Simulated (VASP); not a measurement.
# Pb (Im-3m) in VASP: notebook

Pb is run at these levels: PBEsol, LDA, r2SCAN; tasks: single point.

All numbers are computed with VASP 6.6.1; they aren't measurements. Logs are shortened: lines on timing, memory, paths and dates and some standing lists are left out, and cuts for length are marked.

## 1. The cell of the first run

It takes space group Im-3m (No. 229, cubic). Conventional cell: a = 3.959 Å, b = 3.959 Å, c = 3.959 Å, α = 90.00°, β = 90.00°, γ = 90.00°. Pb (site symmetry m-3m) has 14 Pb at 3.43 to 3.96 Å within 4.5 Å.

## 2. Single point, PBEsol

File INCAR:

```
SYSTEM = Pb
PREC = Accurate
ENCUT = 520
EDIFF = 1E-7
ISMEAR = 0
SIGMA = 0.02
LREAL = .FALSE.
LASPH = .TRUE.
NELM = 100
ALGO = Normal
ISIF = 2
LWAVE = .FALSE.
LCHARG = .TRUE.
GGA = PS
LELF = .TRUE.
LVHAR = .TRUE.
NBANDS = 13
```

File KPOINTS:

```
regular mesh
0
G
  9 9 9
  0 0 0
```

File POSCAR:

```
Pb
1.0
    3.4288709500      0.0000000000      0.0000000000
   -1.1429569831      3.2327705342      0.0000000000
   -1.1429569831     -1.6163852665      2.7996614075
Pb
1
Direct
    0.0000000000      0.0000000000      0.0000000000
```

Potentials or basis: VASP PAW PBE potentials, release 64 (Pb_d).

Command:

```bash
$ cat potpaw_PBE.64/Pb_d/POTCAR > POTCAR
$ mpirun -np 1 vasp_std > vasp.out
```

OUTCAR:

```text
SYSTEM = Pb
   PREC = Accurate
   ENCUT = 520
   EDIFF = 1E-7
   ISMEAR = 0
   LREAL = .FALSE.
   LASPH = .TRUE.
   NELM = 100
   ISIF = 2
   GGA = PS

 ion  position               nearest neighbor table
   1  0.000  0.000  0.000-

  LATTYP: Found a body centered cubic cell.
 ALAT       =     3.9593191320

  Lattice vectors:

 A1 = (   3.4288709500,   0.0000000000,   0.0000000000)
 A2 = (  -1.1429569831,   3.2327705342,   0.0000000000)
 A3 = (  -1.1429569831,  -1.6163852665,   2.7996614075)

Analysis of symmetry for initial positions (statically):
=====================================================================
 Subroutine PRICEL returns:
 Original cell was already a primitive cell.

 Routine SETGRP: Setting up the symmetry group for a
 body centered cubic supercell.

 Subroutine GETGRP returns: Found 48 space group operations
 (whereof 48 operations were pure point group operations)
 out of a pool of 48 trial point group operations.

The static configuration has the point symmetry O_h .

Analysis of symmetry for dynamics (positions and initial velocities):
=====================================================================
 Subroutine PRICEL returns:
 Original cell was already a primitive cell.

 Routine SETGRP: Setting up the symmetry group for a
 body centered cubic supercell.

 Subroutine GETGRP returns: Found 48 space group operations
 (whereof 48 operations were pure point group operations)
 out of a pool of 48 trial point group operations.

The dynamic configuration has the point symmetry O_h .

 Subroutine INISYM returns: Found 48 space group operations
 (whereof 48 operations are pure point group operations),
 and found     1 'primitive' translations

----------------------------------------------------------------------------------------

                                     Primitive cell

  volume of cell :      31.0336

  direct lattice vectors                    reciprocal lattice vectors
     3.428870950  0.000000000  0.000000000     0.291641189  0.103110731  0.178593025
    -1.142956983  3.232770534  0.000000000     0.000000000  0.309332193  0.178593025
    -1.142956983 -1.616385267  2.799661407     0.000000000  0.000000000  0.357186050

  length of vectors
     3.428870950  3.428870950  3.428870950     0.357186050  0.357186050  0.357186050

  position of ions in fractional coordinates (direct lattice)
     0.000000000  0.000000000  0.000000000

  ion indices of the primitive-cell ions
   primitive index   ion index
                 1           1

----------------------------------------------------------------------------------------

 KPOINTS: regular mesh

Automatic generation of k-mesh.
 Grid dimensions read from file:
 generate k-points for:    9    9    9

 Generating k-lattice:

  Cartesian coordinates                     Fractional coordinates (reciprocal lattice)
     0.032404577  0.011456748  0.019843669     0.111111111  0.000000000  0.000000000
     0.000000000  0.034370244  0.019843669     0.000000000  0.111111111  0.000000000
     0.000000000  0.000000000  0.039687339     0.000000000  0.000000000  0.111111111

  Length of vectors
     0.039687339  0.039687339  0.039687339

  Shift w.r.t. Gamma in fractional coordinates (k-lattice)
     0.000000000  0.000000000  0.000000000

 Subroutine IBZKPT returns following result:
 ===========================================

 Found     35 irreducible k-points:

 Following reciprocal coordinates:
            Coordinates               Weight
  0.000000  0.000000  0.000000      1.000000
  0.111111 -0.000000 -0.000000     12.000000
  0.222222  0.000000 -0.000000     12.000000
  0.333333  0.000000 -0.000000     12.000000
  0.444444  0.000000 -0.000000     12.000000
  0.111111  0.111111 -0.000000     24.000000
[... 16 lines left out ...]
 -0.333333  0.444444  0.111111     48.000000
 -0.444444 -0.444444  0.111111     24.000000
 [... further k-points ...]
   k-points           NKPTS =     35   k-points in BZ     NKDIM =     35   number of bands    NBANDS=     13
   number of dos      NEDOS =    301   number of ions     NIONS =      1
   total plane-waves  NPLWV =  21952
   dimension x,y,z NGX =    28 NGY =   28 NGZ =   28
   dimension x,y,z NGXF=    56 NGYF=   56 NGZF=   56
   ions per type =               1
   NGX,Y,Z   is equivalent  to a cutoff of  13.58, 13.58, 13.58 a.u.
   NGXF,Y,Z  is equivalent  to a cutoff of  27.15, 27.15, 27.15 a.u.
 SYSTEM =  Pb
   PREC   = accura    normal or accurate (medium, high low for compatibility)
   ISTART =      0    job   : 0-new  1-cont  2-samecut
   ICHARG =      2    charge: 1-file 2-atom 10-const
   ISPIN  =      1    spin polarized calculation?
   LNONCOLLINEAR =      F non collinear calculations
   LSORBIT =      F    spin-orbit coupling
   LASPH  =      T    aspherical Exc in radial PAW
   ENCUT  =  520.0 eV  38.22 Ry    6.18 a.u.   6.38  6.38  6.38*2*pi/ulx,y,z
   NELM   =    100;   NELMIN=  2; NELMDL= -5     # of ELM steps
   EDIFF  = 0.1E-06   stopping-criterion for ELM
   LREAL  =      F    real-space projection
   EDIFFG = 0.1E-05   stopping-criterion for IOM
   NSW    =      0    number of steps for IOM
   IBRION =     -1    ionic relax: 0-MD 1-quasi-New 2-CG
   NFREE  =      0    steps in history (QN), initial steepest desc. (CG)
   ISIF   =      2    stress and relaxation
   ISYM   =      2    0-nonsym 1-usesym 2-fastsym
   POTIM  = 0.5000    time-step for ionic-motion
   TEBEG  =    0.0;   TEEND  =   0.0 temperature during run
   PSTRESS=    0.0 pullay stress
   NELECT =      14.0000    total number of electrons
   NUPDOWN=      -1.0000    fix difference up-down
   EMIN   =  10.00;   EMAX   =-10.00  energy-range for DOS
   EFERMI =   0.00;   METHOD = LEGACY
   ISMEAR =     0;   SIGMA  =   0.02  broadening in eV -4-tet -1-fermi 0-gaus
   EFERMI_NEDOS =   21; number of points for ismear=-14 and -15
   IALGO  =     38    algorithm
   IMIX   =      4    mixing-type and parameters
     AMIX     =   0.40;   BMIX     =  1.00
     AMIX_MAG =   1.60;   BMIX_MAG =  1.00
  volume/ion in A,a.u.               =      31.03       209.42
  Fermi-wavevector in a.u.,A,eV,Ry     =   1.255568  2.372680 21.448927  1.576452
  Thomas-Fermi vector in A             =   2.389319
   LORBIT       =      0    0 simple, 1 ext, 2 COOP (PROOUT), +10 PAW based schemes
   GGA     = PS    functional components
   LHFCALC =     F    Hartree Fock is set to
   AEXX    =    0.0000 exact exchange contribution
   IVDW    =     0    specifies the selected vdW correction
   LEPSILON=     F    determine dielectric tensor
   LRPA    =     F    only Hartree local field effects (RPA)
 non-spin polarized calculation
 Gauss-broadening in eV      SIGMA  =   0.02
  energy-cutoff  :      520.00
  volume of cell :       31.03
 maximum number of plane-waves:       887
 NGX is ok and might be reduce to    28
   NGX = 13   NGY = 13   NGZ = 13

 number of electron      14.0000002 magnetization

 Free energy of the ion-electron system (eV)
  ---------------------------------------------------
  ext. energy  EPLUGINS =         0.00000000
  ---------------------------------------------------
  free energy    TOTEN  =        -3.93771116 eV

  energy without entropy =       -3.93762820  energy(sigma->0) =       -3.93766968

 E-fermi :   6.9573     XC(G=0): -10.2366

 val. band max:        6.7680492013   @ k =   0.3333   0.2222   0.0000
 cond. band min:       6.9817597579   @ k =  -0.2222   0.3333   0.1111
 fundamental gap:      0.2137105566
 Fermi energy:         6.9572691396

 k-point     1 :       0.0000    0.0000    0.0000
  band No.  band energies     occupation
      1     -10.1975      2.00000
      2     -10.1975      2.00000
      3     -10.1975      2.00000
      4      -9.9703      2.00000
      5      -9.9703      2.00000
      6      -4.7764      2.00000
      7      14.2744      0.00000
      8      14.2744      0.00000
      9      14.2744      0.00000
     10      17.9150      0.00000
     11      17.9150      0.00000
     12      17.9150      0.00000
     13      18.3398      0.00000

 k-point     2 :       0.1111   -0.0000   -0.0000
  band No.  band energies     occupation
      1     -10.2068      2.00000
      2     -10.1862      2.00000
      3     -10.1563      2.00000
      4      -9.9804      2.00000
      5      -9.9711      2.00000
      6      -4.5310      2.00000
      7      12.0786      0.00000
      8      13.5142      0.00000
      9      13.9550      0.00000
     10      16.6518      0.00000
     11      17.3377      0.00000
     12      17.7536      0.00000
     13      19.5558      0.00000

 k-point     3 :       0.2222    0.0000   -0.0000
  band No.  band energies     occupation
      1     -10.2304      2.00000
      2     -10.1686      2.00000
      3     -10.0502      2.00000
      4      -9.9986      2.00000
      5      -9.9733      2.00000
      6      -3.7979      2.00000
      7       8.6966      0.00000
      8      12.1276      0.00000
      9      13.1733      0.00000
     10      15.4238      0.00000
     11      16.5513      0.00000
     12      18.1476      0.00000
     13      20.2470      0.00000
[... 305 lines left out ...]
 k-point    23 :      -0.3333    0.4444    0.1111
  band No.  band energies     occupation
      1     -10.1889      2.00000
      2     -10.1341      2.00000
      3     -10.0364      2.00000
      4     -10.0054      2.00000
      5      -9.8901      2.00000
      6      -1.3698      2.00000
      7       4.8376      2.00000
      8       7.8916      0.00000
      9      11.4512      0.00000
     10      15.3099      0.00000
     11      16.3332      0.00000
     12      19.4544      0.00000
     13      19.7243      0.00000

 k-point    24 :      -0.4444   -0.4444    0.1111
  band No.  band energies     occupation
      1     -10.1947      2.00000
      2     -10.1426      2.00000
      3     -10.0474      2.00000
      4      -9.9880      2.00000
      5      -9.8557      2.00000
      6      -0.5695      2.00000
      7       3.6557      2.00000
      8       7.5115      0.00000
      9      11.3384      0.00000
     10      15.5914      0.00000
     11      17.0020      0.00000
     12      17.7989      0.00000
     13      19.5502      0.00000

 [... further k-points ...]
[... 5 lines left out ...]
  --------------------------------------------------------------------------------------
  -------------------------------------------------------------------------------------
  Total       -0.4115243     -0.4115243     -0.4115243     -0.0000000     -0.0000000     -0.0000000
  in kB      -21.2458726    -21.2458726    -21.2458726     -0.0000000     -0.0000000     -0.0000000
  external PRESSURE =     -21.2458726 kB  Pullay stress =       0.0000000 kB

 VOLUME and BASIS-vectors are now :
 -----------------------------------------------------------------------------
  energy-cutoff  :      520.00
  volume of cell :       31.03
      direct lattice vectors                 reciprocal lattice vectors
     3.428870950  0.000000000  0.000000000     0.291641189  0.103110731  0.178593025
    -1.142956983  3.232770534  0.000000000     0.000000000  0.309332193  0.178593025
    -1.142956983 -1.616385267  2.799661407     0.000000000  0.000000000  0.357186050

 POSITION                                       TOTAL-FORCE (eV/Angst)
 -----------------------------------------------------------------------------------
      0.00000      0.00000      0.00000         0.000000      0.000000      0.000000
 -----------------------------------------------------------------------------------
    total drift:                               -0.000000      0.000000     -0.000000

  FREE ENERGIE OF THE ION-ELECTRON SYSTEM (eV)
  ---------------------------------------------------
  free  energy   TOTEN  =        -3.9377111593 eV

  energy  without entropy=       -3.9376281953  energy(sigma->0) =       -3.93766968
```

Wall time 10 s (1 thread of Intel Xeon 6975P-C (Granite Rapids), shared host); peak memory 0.16 GiB.

What came out:

```yaml
Free_energy: -3.9377 eV
Pressure: -2.1 GPa
Band_gap_on_the_k_mesh: zero (band 7 reaches 14.27 eV, above the bottom of band 8 at 4.83 eV)
```

Caveat: the PAW data sets were made with another functional, which shifts forces and pressure a little; spin-orbit coupling is left out, which moves the levels of the heavy elements.

## 3. Single point, LDA

File INCAR:

```
SYSTEM = Pb
ALGO = Normal ; EDIFF = 1E-6
ENCUT = 520 ; ISIF = 2
ISMEAR = -1 ; LASPH = .TRUE.
LCHARG = .FALSE. ; LREAL = .FALSE.
LWAVE = .FALSE. ; NBANDS = 13
NELM = 60 ; PREC = Accurate
SIGMA = 0.05
```

File KPOINTS:

```
k-points
0
G
  5 5 5
  0 0 0
```

File POSCAR:

```
Pb
1.0
   -1.9796595667      1.9796595667      1.9796595667
    1.9796595667     -1.9796595667      1.9796595667
    1.9796595667      1.9796595667     -1.9796595667
Pb
1
Direct
    0.0000000000      0.0000000000      0.0000000000
```

Potentials or basis: VASP PAW LDA potentials, release 64 (Pb_d).

Command:

```bash
$ cat potpaw_LDA.64/Pb_d/POTCAR > POTCAR
$ mpirun -np 1 vasp_std > vasp.out
```

Run time: 2.7 s. Hardware: 1 thread of AMD EPYC 7R13 (Zen 3), shared host; peak memory 0.11 GiB.

The run converged. Its results:

```
Free energy            : -4.1425 eV
Pressure               : -1.4 GPa
Band gap on the k mesh : zero (band 7 reaches 14.13 eV, above the bottom of band 8 at 5.16 eV)
```

Levels at points of the mesh, in eV from the Fermi level:
```
           k point  band 4  band 5  band 6  band 7  band 8  band 9  band 10  band 11
(0.00, 0.00, 0.00)  -16.93  -16.93  -11.76    7.22    7.22    7.22    10.97    10.97
```

Caveat: the k points lie up to 0.45 Å⁻¹ apart; spin-orbit coupling is left out, which moves the levels of the heavy elements.

## 4. Single point, PBEsol

File INCAR:

```
  ALGO = Normal
  EDIFF = 1E-6
  ENCUT = 520
  GGA = PS
  ISIF = 2
  ISMEAR = -1
  LASPH = True
  LCHARG = False
  LREAL = False
  LWAVE = False
  NBANDS = 13
  NELM = 80
  PREC = Accurate
  SIGMA = 0.05
```

File KPOINTS:

```
k-points
0
Gamma
  5 5 5
```

POSCAR is that of step 3.

Potentials or basis: VASP PAW PBE potentials, release 64 (Pb_d).

Command:

```bash
$ cat potpaw_PBE.64/Pb_d/POTCAR > POTCAR
$ mpirun -np 1 vasp_std > vasp.out
```

Run time: 3.4 s. Hardware: 1 thread of AMD EPYC 7R13 (Zen 3), shared host; peak memory 0.12 GiB.

It converged, with:

- Free energy: -3.8964 eV
- Pressure: 0.0 GPa
- Band gap on the k mesh: zero (band 7 reaches 14.30 eV, above the bottom of band 8 at 5.25 eV)

Levels at points of the mesh, in eV from the Fermi level:
```
           k point  band 3  band 4  band 5  band 6  band 7  band 8  band 9  band 10  band 11  band 12
(0.00, 0.00, 0.00)  -17.15  -16.92  -16.92  -11.77    7.29    7.29    7.29    10.91    10.91    10.91
```

Caveat: the k points lie up to 0.45 Å⁻¹ apart; the PAW data sets were made with another functional, which shifts forces and pressure a little; spin-orbit coupling is left out, which moves the levels of the heavy elements.

## 5. Single point, r2SCAN

POSCAR is that of step 4.

File INCAR.step1:

```
SYSTEM = Pb
PREC = Accurate
ENCUT = 520
ISMEAR = -1
SIGMA = 0.05
LREAL = .False.
LASPH = .True.
NELM = 60
NBANDS = 13
GGA = PE
ALGO = Normal
EDIFF = 1E-4
LWAVE = .True.
LCHARG = .False.
```

File INCAR.step2:

```
SYSTEM = Pb
PREC = Accurate
ENCUT = 520
EDIFF = 1E-6
ISMEAR = -1
SIGMA = 0.05
LREAL = .False.
LASPH = .True.
NELM = 60
ALGO = Normal
ISIF = 2
LWAVE = .False.
LCHARG = .False.
METAGGA = R2SCAN
LMIXTAU = .True.
NBANDS = 13
ISTART = 1
```

File KPOINTS:

```
Automatic mesh
0
Gamma
  5 5 5
  0 0 0
```

Command:

```bash
$ cat potpaw_PBE.64/Pb_d/POTCAR > POTCAR
$ cp INCAR.step1 INCAR
$ mpirun -np 1 vasp_std > vasp.out
$ cp INCAR.step2 INCAR
$ mpirun -np 1 vasp_std > vasp.out
```

It took 17 s on 1 thread of AMD EPYC 7R13 (Zen 3), shared host; peak memory 0.13 GiB.

The run converged. Its results:

```yaml
Free_energy: -56.1866 eV
Pressure: 1.7 GPa
Band_gap_on_the_k_mesh: zero (band 7 reaches 14.70 eV, above the bottom of band 8 at 5.31 eV)
```

Levels at points of the mesh, in eV from the Fermi level:
| k point | band 5 | band 6 | band 7 | band 8 | band 9 | band 10 |
| --- | --- | --- | --- | --- | --- | --- |
| (0.00, 0.00, 0.00) | -17.63 | -12.26 | 7.58 | 7.58 | 7.58 | 11.70 |

Caveat: the k points lie up to 0.45 Å⁻¹ apart; the PAW data sets were made with another functional, which shifts forces and pressure a little; spin-orbit coupling is left out, which moves the levels of the heavy elements.

(Part 1 of 2 ends here.)
